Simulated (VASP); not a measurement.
# PbSe (Fm-3m) in VASP: further runs

The runs below take PbSe through vibrations by perturbation theory, with LDA.

Program: VASP 6.6.1. These are calculated values, not measurements. Logs are shortened: lines on timing, memory, paths and dates and some standing lists are left out, and cuts for length are marked.

**1. The cell of the first run**

It takes space group Fm-3m (No. 225, cubic). The conventional cell has a = 6.000 Å, b = 6.000 Å, c = 6.000 Å, α = 90.00°, β = 90.00°, γ = 90.00°. Pb (site symmetry m-3m) has 6 Se at 3.00 Å within 4.0 Å. Within 4.0 Å of Se (site symmetry m-3m) lie 6 Pb at 3.00 Å.

**2. Vibrations by perturbation theory, LDA (27.00 Å³/atom)**

Input file INCAR:

```
SYSTEM = PbSe
ALGO = Normal
EDIFF = 1E-8
ENCUT = 520
IBRION = 8
ISIF = 2
ISMEAR = -1
LASPH = .TRUE.
LCHARG = .TRUE.
LREAL = .FALSE.
LWAVE = .FALSE.
NELM = 60
NSW = 1
PREC = Accurate
SIGMA = 0.08
```

Input file KPOINTS:

```
k-points
0
G
  10 10 10
  0 0 0
```

Input file POSCAR:

```
PbSe
1.0
    0.0000000000      3.0001592918      3.0001592918
    3.0001592918      0.0000000000      3.0001592918
    3.0001592918      3.0001592918      0.0000000000
Pb Se
1 1
Direct
    0.0000000000      0.0000000000      0.0000000000
    0.5000000000      0.5000000000      0.5000000000
```

Potentials or basis: VASP PAW LDA potentials, release 64 (Pb_d, Se).

Run with:

```console
> cat potpaw_LDA.64/Pb_d/POTCAR potpaw_LDA.64/Se/POTCAR > POTCAR
> mpirun -np 1 vasp_std > vasp.out
```

OUTCAR:

```text
SYSTEM = PbSe
   EDIFF = 1E-8
   ENCUT = 520
   IBRION = 8
   ISIF = 2
   ISMEAR = -1
   LASPH = .TRUE.
   LREAL = .FALSE.
   NELM = 60
   NSW = 1
   PREC = Accurate

 ion  position               nearest neighbor table
   1  0.000  0.000  0.000-   2 3.00   2 3.00   2 3.00   2 3.00   2 3.00   2 3.00
   2  0.500  0.500  0.500-   1 3.00   1 3.00   1 3.00   1 3.00   1 3.00   1 3.00

  LATTYP: Found a face centered cubic cell.
 ALAT       =     6.0003185836

  Lattice vectors:

 A1 = (   0.0000000000,   3.0001592918,   3.0001592918)
 A2 = (   3.0001592918,   0.0000000000,   3.0001592918)
 A3 = (   3.0001592918,   3.0001592918,   0.0000000000)

Analysis of symmetry for initial positions (statically):
=====================================================================
 Subroutine PRICEL returns:
 Original cell was already a primitive cell.

 Routine SETGRP: Setting up the symmetry group for a
 face centered cubic supercell.

 Subroutine GETGRP returns: Found 48 space group operations
 (whereof 48 operations were pure point group operations)
 out of a pool of 48 trial point group operations.

The static configuration has the point symmetry O_h .

Analysis of symmetry for dynamics (positions and initial velocities):
=====================================================================
 Subroutine PRICEL returns:
 Original cell was already a primitive cell.

 Routine SETGRP: Setting up the symmetry group for a
 face centered cubic supercell.

 Subroutine GETGRP returns: Found 48 space group operations
 (whereof 48 operations were pure point group operations)
 out of a pool of 48 trial point group operations.

The dynamic configuration has the point symmetry O_h .

 Subroutine INISYM returns: Found 48 space group operations
 (whereof 48 operations are pure point group operations),
 and found     1 'primitive' translations

----------------------------------------------------------------------------------------

                                     Primitive cell

  volume of cell :      54.0086

  direct lattice vectors                    reciprocal lattice vectors
     0.000000000  3.000159292  3.000159292    -0.166657818  0.166657818  0.166657818
     3.000159292  0.000000000  3.000159292     0.166657818 -0.166657818  0.166657818
     3.000159292  3.000159292  0.000000000     0.166657818  0.166657818 -0.166657818

  length of vectors
     4.242865960  4.242865960  4.242865960     0.288659808  0.288659808  0.288659808

  position of ions in fractional coordinates (direct lattice)
     0.000000000  0.000000000  0.000000000
     0.500000000  0.500000000  0.500000000

  ion indices of the primitive-cell ions
   primitive index   ion index
                 1           1
                 2           2

----------------------------------------------------------------------------------------

 KPOINTS: k-points

Automatic generation of k-mesh.
 Grid dimensions read from file:
 generate k-points for:   10   10   10

 Generating k-lattice:

  Cartesian coordinates                     Fractional coordinates (reciprocal lattice)
    -0.016665782  0.016665782  0.016665782     0.100000000  0.000000000  0.000000000
     0.016665782 -0.016665782  0.016665782     0.000000000  0.100000000  0.000000000
     0.016665782  0.016665782 -0.016665782     0.000000000  0.000000000  0.100000000

  Length of vectors
     0.028865981  0.028865981  0.028865981

  Shift w.r.t. Gamma in fractional coordinates (k-lattice)
     0.000000000  0.000000000  0.000000000
[... 83 lines left out ...]
  energy-cutoff  :      520.00
  volume of cell :       54.01
 maximum number of plane-waves:      1470
   NGX = 15   NGY = 15   NGZ = 15

--------------------------------------- Ionic step        1  -------------------------------------------

 number of electron      20.0000004 magnetization

 Free energy of the ion-electron system (eV)
  ---------------------------------------------------
  ext. energy  EPLUGINS =         0.00000000
  ---------------------------------------------------
  free energy    TOTEN  =        -9.45243570 eV

  energy without entropy =       -9.45133072  energy(sigma->0) =       -9.45188321

 E-fermi :   5.7250     XC(G=0): -10.1170

 val. band max:        5.6953806659   @ k =   0.5000   0.0000   0.0000
 cond. band min:       5.7452713165   @ k =   0.5000   0.0000   0.0000
 fundamental gap:      0.0498906505
 Fermi energy:         5.7249857197

 k-point     1 :       0.0000    0.0000    0.0000
  band No.  band energies     occupation
      1     -11.2147      2.00000
      2     -11.2147      2.00000
      3     -11.2093      2.00000
      4     -11.2093      2.00000
      5     -11.2093      2.00000
      6      -8.4590      2.00000
      7      -0.5991      2.00000
      8       3.5364      2.00000
      9       3.5364      2.00000
     10       3.5364      2.00000
     11      10.4166      0.00000
     12      10.4166      0.00000
     13      10.4166      0.00000
     14      12.0303      0.00000
[... 377 lines left out ...]
      1     -11.3377      2.00000
      2     -11.2253      2.00000
      3     -11.2001      2.00000
      4     -11.1659      2.00000
      5     -11.1629      2.00000
      6      -7.1952      2.00000
      7      -2.2539      2.00000
      8       1.8290      2.00000
      9       2.4147      2.00000
     10       2.5791      2.00000
     11       9.3684      0.00000
     12       9.8413      0.00000
     13      10.5546      0.00000
     14      10.9215      0.00000

 [... further k-points ...]

------------------------ aborting loop because EDIFF is reached ----------------------------------------

  FORCE on cell =-STRESS in cart. coord.  units (eV):
  Direction    XX          YY          ZZ          XY          YZ          ZX
  --------------------------------------------------------------------------------------
  -------------------------------------------------------------------------------------
  Total        0.4573797      0.4573797      0.4573797      0.0000000      0.0000000      0.0000000
  in kB       13.5682729     13.5682729     13.5682729      0.0000000      0.0000000      0.0000000
  external PRESSURE =      13.5682729 kB  Pullay stress =       0.0000000 kB

 VOLUME and BASIS-vectors are now :
 -----------------------------------------------------------------------------
  energy-cutoff  :      520.00
  volume of cell :       54.01
      direct lattice vectors                 reciprocal lattice vectors
     0.000000000  3.000159292  3.000159292    -0.166657818  0.166657818  0.166657818
     3.000159292  0.000000000  3.000159292     0.166657818 -0.166657818  0.166657818
     3.000159292  3.000159292  0.000000000     0.166657818  0.166657818 -0.166657818

 POSITION                                       TOTAL-FORCE (eV/Angst)
 -----------------------------------------------------------------------------------
      0.00000      0.00000      0.00000         0.000000     -0.000000     -0.000000
      3.00016      3.00016      3.00016        -0.000000      0.000000      0.000000
 -----------------------------------------------------------------------------------
    total drift:                                0.000000     -0.000000     -0.000000

  FREE ENERGIE OF THE ION-ELECTRON SYSTEM (eV)
  ---------------------------------------------------
  free  energy   TOTEN  =        -9.4524357009 eV

  energy  without entropy=       -9.4513307172  energy(sigma->0) =       -9.45188321

[... ionic steps 2 to 3 ...]

--------------------------------------- Ionic step        4  -------------------------------------------

------------------------ aborting loop because EDIFF is reached ----------------------------------------

[... ionic steps 5 to 6 ...]

--------------------------------------- Ionic step        7  -------------------------------------------

 Free energy of the ion-electron system (eV)
  ---------------------------------------------------
  ---------------------------------------------------
  free energy    TOTEN  =        -0.08487991 eV

  energy without entropy =       -0.08487991

------------------------ aborting loop because EDIFF is reached ----------------------------------------

 INTERNAL STRAIN TENSOR  FOR ION    2  DIRECTION 1   (eV/Angst):
 -----------------------------------------------------------------------------
    -0.01282  0.00000 -0.00000
     0.00000  0.00813  0.00000
     0.00000  0.00000  0.00813

 INTERNAL STRAIN TENSOR FOR ION    2 for displacements in x,y,z  (eV/Angst):
          X           Y           Z          XY          YZ          ZX
  --------------------------------------------------------------------------------
  x     0.00000     0.00000     0.00000     0.00000     0.00000     0.00000
  y     0.00000     0.00000     0.00000     0.00000     0.00000     0.00000
  z     0.00000     0.00000     0.00000     0.00000     0.00000     0.00000

 SECOND DERIVATIVES (NOT SYMMETRIZED)
 ------------------------------------
               1X          1Y          1Z          2X          2Y          2Z
  1X    -0.931447    0.000000    0.000000    0.931447    0.000000    0.000000
  1Y     0.000000   -0.931447    0.000000    0.000000    0.931447    0.000000
  1Z     0.000000    0.000000   -0.931447    0.000000    0.000000    0.931447
  2X     0.942013    0.000000    0.000000   -0.942013    0.000000    0.000000
  2Y     0.000000    0.942013    0.000000    0.000000   -0.942013    0.000000
  2Z     0.000000    0.000000    0.942013    0.000000    0.000000   -0.942013

 Eigenvectors and eigenvalues of the dynamical matrix
 ----------------------------------------------------

   1 f  =    2.003612 THz    12.589063 2PiTHz   66.833289 cm-1     8.286268 meV
             X         Y         Z           dx          dy          dz
      0.000000  0.000000  0.000000    -0.369922    0.369922    0.000000
      3.000159  3.000159  3.000159     0.602626   -0.602626    0.000000
[... 21 lines left out ...]
   6 f/i=    0.005038 THz     0.031657 2PiTHz    0.168064 cm-1     0.020837 meV
             X         Y         Z           dx          dy          dz
      0.000000  0.000000  0.000000     0.000000    0.000000    0.852242
      3.000159  3.000159  3.000159     0.000000    0.000000    0.523149

--------------------------------------------------------------------------------------------------------

 ELASTIC MODULI CONTR FROM IONIC RELAXATION (kBar)
 Direction    XX          YY          ZZ          XY          YZ          ZX
 --------------------------------------------------------------------------------
 XX           0.0000      0.0000      0.0000      0.0000      0.0000      0.0000
 YY           0.0000      0.0000      0.0000      0.0000      0.0000      0.0000
 ZZ           0.0000      0.0000      0.0000      0.0000      0.0000      0.0000
 XY           0.0000      0.0000      0.0000      0.0000      0.0000      0.0000
 YZ           0.0000      0.0000      0.0000      0.0000      0.0000      0.0000
 ZX           0.0000      0.0000      0.0000      0.0000      0.0000      0.0000
 --------------------------------------------------------------------------------
```

It took 91 s on 1 thread of Intel Xeon 6975P-C (Granite Rapids), shared host; peak memory 0.34 GiB.

What came out:

```yaml
Highest_phonon_frequency_at_Γ_LO-TO_splitting_left_out: 67 cm⁻¹
```

Phonon frequencies in cm⁻¹ (negative: imaginary):
| q point | frequencies |
| --- | --- |
| (0.000, 0.000, 0.000) | 0 0 0 67 67 67 |

Caveat: the cell stands under pressure or tension, which shifts response properties; spin-orbit coupling is left out, which moves the levels of the heavy elements.

**3. Vibrations by perturbation theory, LDA**

This run uses another cell than the first one, of 27.56 Å³/atom.

Input file INCAR:

```
SYSTEM = PbSe
ALGO = Normal
EDIFF = 1E-8
ENCUT = 520
IBRION = 8
ISIF = 2
ISMEAR = -1
LASPH = .True.
LCHARG = .True.
LREAL = .False.
LWAVE = .False.
NELM = 80
NSW = 1
PREC = Accurate
SIGMA = 0.08
```

Input file KPOINTS:

```
k-points
0
Gamma
  10 10 10
  0 0 0
```

Input file POSCAR:

```
PbSe
1.0
    0.0000000000      3.0204312533      3.0204312533
    3.0204312533      0.0000000000      3.0204312533
    3.0204312533      3.0204312533      0.0000000000
Pb Se
1 1
Direct
    0.0000000000      0.0000000000      0.0000000000
    0.5000000000      0.5000000000      0.5000000000
```

Potentials or basis: VASP PAW LDA potentials, release 64 (Pb_d, Se).

Run with:

```console
> cat potpaw_LDA.64/Pb_d/POTCAR potpaw_LDA.64/Se/POTCAR > POTCAR
> mpirun -np 1 vasp_std > vasp.out
```

OUTCAR:

```text
SYSTEM = PbSe
   EDIFF = 1E-8
   ENCUT = 520
   IBRION = 8
   ISIF = 2
   ISMEAR = -1
   LASPH = .True.
   LREAL = .False.
   NELM = 80
   NSW = 1
   PREC = Accurate

 ion  position               nearest neighbor table
   1  0.000  0.000  0.000-   2 3.02   2 3.02   2 3.02   2 3.02   2 3.02   2 3.02
   2  0.500  0.500  0.500-   1 3.02   1 3.02   1 3.02   1 3.02   1 3.02   1 3.02

  LATTYP: Found a face centered cubic cell.
 ALAT       =     6.0408625066

  Lattice vectors:

 A1 = (   0.0000000000,   3.0204312533,   3.0204312533)
 A2 = (   3.0204312533,   0.0000000000,   3.0204312533)
 A3 = (   3.0204312533,   3.0204312533,   0.0000000000)

Analysis of symmetry for initial positions (statically):
=====================================================================
 Subroutine PRICEL returns:
 Original cell was already a primitive cell.

 Routine SETGRP: Setting up the symmetry group for a
 face centered cubic supercell.

 Subroutine GETGRP returns: Found 48 space group operations
 (whereof 48 operations were pure point group operations)
 out of a pool of 48 trial point group operations.

The static configuration has the point symmetry O_h .

Analysis of symmetry for dynamics (positions and initial velocities):
=====================================================================
 Subroutine PRICEL returns:
 Original cell was already a primitive cell.

 Routine SETGRP: Setting up the symmetry group for a
 face centered cubic supercell.

 Subroutine GETGRP returns: Found 48 space group operations
 (whereof 48 operations were pure point group operations)
[... 592 lines left out ...]
    total drift:                                0.000000     -0.000000     -0.000000

  FREE ENERGIE OF THE ION-ELECTRON SYSTEM (eV)
  ---------------------------------------------------
  free  energy   TOTEN  =        -9.4577763164 eV

  energy  without entropy=       -9.4566828607  energy(sigma->0) =       -9.45722959

[... ionic steps 2 to 3 ...]

--------------------------------------- Ionic step        4  -------------------------------------------

------------------------ aborting loop because EDIFF is reached ----------------------------------------

[... ionic steps 5 to 6 ...]

--------------------------------------- Ionic step        7  -------------------------------------------

 Free energy of the ion-electron system (eV)
  ---------------------------------------------------
  ---------------------------------------------------
  free energy    TOTEN  =        -0.08498935 eV

  energy without entropy =       -0.08498935

------------------------ aborting loop because EDIFF is reached ----------------------------------------

 INTERNAL STRAIN TENSOR  FOR ION    2  DIRECTION 1   (eV/Angst):
 -----------------------------------------------------------------------------
    -0.01129  0.00000  0.00000
    -0.00000  0.00780  0.00000
     0.00000  0.00000  0.00780

 INTERNAL STRAIN TENSOR FOR ION    2 for displacements in x,y,z  (eV/Angst):
          X           Y           Z          XY          YZ          ZX
  --------------------------------------------------------------------------------
  x     0.00000     0.00000     0.00000     0.00000     0.00000     0.00000
  y     0.00000     0.00000     0.00000     0.00000     0.00000     0.00000
  z     0.00000     0.00000     0.00000     0.00000     0.00000     0.00000

 SECOND DERIVATIVES (NOT SYMMETRIZED)
 ------------------------------------
               1X          1Y          1Z          2X          2Y          2Z
  1X    -0.736163    0.000000    0.000000    0.736163    0.000000    0.000000
  1Y     0.000000   -0.736163    0.000000    0.000000    0.736163    0.000000
  1Z     0.000000    0.000000   -0.736163    0.000000    0.000000    0.736163
  2X     0.728906    0.000000    0.000000   -0.728906    0.000000    0.000000
  2Y     0.000000    0.728906    0.000000    0.000000   -0.728906    0.000000
  2Z     0.000000    0.000000    0.728906    0.000000    0.000000   -0.728906

 Eigenvectors and eigenvalues of the dynamical matrix
 ----------------------------------------------------

   1 f  =    1.767622 THz    11.106295 2PiTHz   58.961515 cm-1     7.310293 meV
             X         Y         Z           dx          dy          dz
      0.000000  0.000000  0.000000    -0.527177    0.000000    0.000000
      3.020431  3.020431  3.020431     0.849756    0.000000    0.000000
[... 21 lines left out ...]
   6 f/i=    0.003922 THz     0.024644 2PiTHz    0.130834 cm-1     0.016221 meV
             X         Y         Z           dx          dy          dz
      0.000000  0.000000  0.000000    -0.849756    0.000000    0.000000
      3.020431  3.020431  3.020431    -0.527177    0.000000    0.000000

--------------------------------------------------------------------------------------------------------

 ELASTIC MODULI CONTR FROM IONIC RELAXATION (kBar)
 Direction    XX          YY          ZZ          XY          YZ          ZX
 --------------------------------------------------------------------------------
 XX           0.0000      0.0000      0.0000      0.0000      0.0000      0.0000
 YY           0.0000      0.0000      0.0000      0.0000      0.0000      0.0000
 ZZ           0.0000      0.0000      0.0000      0.0000      0.0000      0.0000
 XY           0.0000      0.0000      0.0000      0.0000      0.0000      0.0000
 YZ           0.0000      0.0000      0.0000      0.0000      0.0000      0.0000
 ZX           0.0000      0.0000      0.0000      0.0000      0.0000      0.0000
 --------------------------------------------------------------------------------
```

stdout:

```text
POSCAR found type information on POSCAR PbSe
 POSCAR found :  2 types and       2 ions
 scaLAPACK will be used
 LDA part: xc-table for (Slater(with rela. corr.)+CA(PZ))
 , standard interpolation
 POSCAR, INCAR and KPOINTS ok, starting setup
 FFT: planning ... GRIDC
 FFT: planning ... GRID_SOFT
 FFT: planning ... GRID
 WAVECAR not read
 entering main loop
 Linear response reoptimize wavefunctions to high precision
 Linear response DOF=           2
 Linear response progress:
 first order change of Fermi-energy   0.52233E-04
 force on displaced ion       1 direction 1 :  -0.736   0.000   0.000
 Linear response progress:
 first order change of Fermi-energy   0.37497E-03
 force on displaced ion       2 direction 1 :  -0.729   0.000   0.000
 Linear response finished
```

Wall time 79 s (1 thread of Intel Xeon 6975P-C (Granite Rapids), shared host); peak memory 0.34 GiB.

What came out:

| Item | Value |
| --- | --- |
| Highest phonon frequency at Γ, LO-TO splitting left out | 59 cm⁻¹ |

Phonon frequencies in cm⁻¹ (negative: imaginary):
```tsv
q point	frequencies
(0.000, 0.000, 0.000)	0 0 0 59 59 59
```

Caveat: spin-orbit coupling is left out, which moves the levels of the heavy elements.
